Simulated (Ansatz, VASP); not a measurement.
# SnSe: VASP beside Ansatz

The input POSCAR:

```
SnSe
1.0
    3.5346456088      0.0000000000      0.0000000000
    0.0000000000      3.5346456088      0.0000000000
    0.0000000000      0.0000000000      3.5346456088
Se Sn
1 1
Direct
    0.0000000000      0.0000000000      0.0000000000
    0.5000000000      0.5000000000      0.5000000000
```

The input INCAR.step1:

```
SYSTEM = SnSe
PREC = Accurate ; ENCUT = 520
ISMEAR = 0 ; SIGMA = 0.05
LREAL = .False. ; LASPH = .True.
NELM = 80 ; NBANDS = 17
GGA = PE ; ALGO = Normal
EDIFF = 1E-4 ; LWAVE = .True.
LCHARG = .False.
```

INCAR.step2

```
SYSTEM = SnSe
PREC = Accurate ; ENCUT = 520
EDIFF = 1E-7 ; ISMEAR = 0
SIGMA = 0.05 ; LREAL = .False.
LASPH = .True. ; NELM = 80
ALGO = Normal ; ISIF = 2
LWAVE = .False. ; LCHARG = .True.
METAGGA = R2SCAN ; LMIXTAU = .True.
IVDW = 12 ; VDW_S6 = 1.0
VDW_S8 = 0.78981345 ; VDW_A1 = 0.49484001
VDW_A2 = 5.73083694 ; LELF = .True.
LVHAR = .True. ; NBANDS = 17
ISTART = 1
```

KPOINTS

```
Automatic mesh
0
Gamma
  10 10 10
  0 0 0
```

Input for Ansatz:

```yaml
crystal:
  lattice:
    - [3.5346456088, 0.0, 0.0]
    - [0.0, 3.5346456088, 0.0]
    - [0.0, 0.0, 3.5346456088]
  atoms:
    - { symbol: Se, position: [0.0, 0.0, 0.0] }
    - { symbol: Sn, position: [0.5, 0.5, 0.5] }
basis:
  ecutwfc: 500
  ecutrho_ratio: 4
kpoints:
  mp_grid: { grid: [10, 10, 10] }
hamiltonian:
  xc: r2scan
  dispersion: d3bj
scf:
  occupations: { method: gaussian, width: 0.05 }
output:
  forces: true
  stress: true
  eigenvalues: true
```

Alike in both runs: task single point; functional r2SCAN; dispersion D3(BJ); k mesh 10 × 10 × 10; occupations gaussian, width 0.05 eV; no spin polarisation.

```csv
,VASP,Ansatz
version,VASP 6.6.1,Ansatz 0.2.0
potentials or method,"VASP PAW PBE potentials, release 64 (Se, Sn_d), cutoff 520 eV","scalar-relativistic, plane waves, PAW"
valence electrons in the cell,20,30
```

|  | VASP | Ansatz | Ansatz less VASP |
| --- | --- | --- | --- |
| gap on the k mesh at the Fermi level (eV) | none | none | - |
| pressure (GPa) | 5.4 | 5.4 | -0.06 |

VASP's potentials were made for PBE, not for r2SCAN. A gap of «none» marks a metal or a gap that the smearing closes. VASP's potentials hold 20 valence electrons a cell and Ansatz's 30, so a difference there can come from the potentials and not from the codes. Ansatz's warnings: dispersion damping borrowed.
